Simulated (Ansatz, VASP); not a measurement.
**NaCl: VASP beside Ansatz**

File INCAR:

```
SYSTEM = NaCl
PREC     = Accurate       ! precision mode
ENCUT    = 520            ! plane-wave cutoff, eV
EDIFF    = 1E-6           ! SCF threshold, eV
ISMEAR   = 0              ! smearing method
SIGMA    = 0.05           ! smearing width, eV
LREAL    = .FALSE.        ! projectors in reciprocal space
LASPH    = .TRUE.         ! aspherical terms in the spheres
NELM     = 60             ! most SCF steps
ALGO     = Normal         ! electronic algorithm
ISIF     = 2              ! what is computed and relaxed
LWAVE    = .FALSE.        ! write WAVECAR
LCHARG   = .TRUE.         ! write CHGCAR
GGA      = PE             ! functional
LELF     = .TRUE.         ! ELF
LVHAR    = .TRUE.       
NBANDS   = 14             ! bands
```

KPOINTS

```
Automatic mesh
0
G
  8 8 8
  0 0 0
```

POSCAR

```
NaCl
1.0
    0.0000000000      2.8813056250      2.8317500000
    2.8317500000      0.0000000000      2.8317500000
    2.8317500000      2.8813056250      0.0000000000
Na Cl
1 1
Direct
    0.0000000000      0.0000000000      0.0000000000
    0.5000000000      0.5000000000      0.5000000000
```

Input for Ansatz:

```yaml
crystal:
  lattice:
    - [0.0, 2.881305625, 2.83175]
    - [2.83175, 0.0, 2.83175]
    - [2.83175, 2.881305625, 0.0]
  atoms:
    - { symbol: Na, position: [0.0, 0.0, 0.0] }
    - { symbol: Cl, position: [0.5, 0.5, 0.5] }
basis:
  ecutwfc: 420
kpoints:
  mp_grid: { grid: [8, 8, 8] }
hamiltonian:
  xc: pbe
scf:
  occupations: { method: gaussian, width: 0.05 }
output:
  forces: true
  stress: true
  eigenvalues: true
  write_density: true
  write_potential: true
  elf: true
  volumetric_format: npy
```

Change from the starting cell: strain +0.0175 x Voigt [0, 1, 0, 0, 0, 0], atoms carried along.

Alike in both runs: task single point; functional PBE; k mesh 8 × 8 × 8; occupations gaussian, width 0.05 eV; no spin polarisation.

|  | VASP | Ansatz |
| --- | --- | --- |
| version | VASP 6.6.1 | Ansatz 0.2.0 |
| potentials or method | VASP PAW PBE potentials, release 64 (Na_pv, Cl), cutoff 520 eV | scalar-relativistic, plane waves, PAW |
| valence electrons in the cell | 14 | 16 |

|  | VASP | Ansatz | Ansatz less VASP |
| --- | --- | --- | --- |
| gap on the k mesh at the Fermi level (eV) | 4.99 | 4.99 | 0.000 |
| least direct gap on the mesh (eV) | 4.99 | 4.99 | 0.000 |
| pressure (GPa) | 0.0 | 0.0 | +0.03 |
| traceless stress, the component that is largest in VASP (GPa) | -0.40 | -0.40 | +0.004 |

The functional is the same, so the differences come from potentials, cutoffs and numerics. VASP's potentials hold 14 valence electrons a cell and Ansatz's 16, so a difference there can come from the potentials and not from the codes.
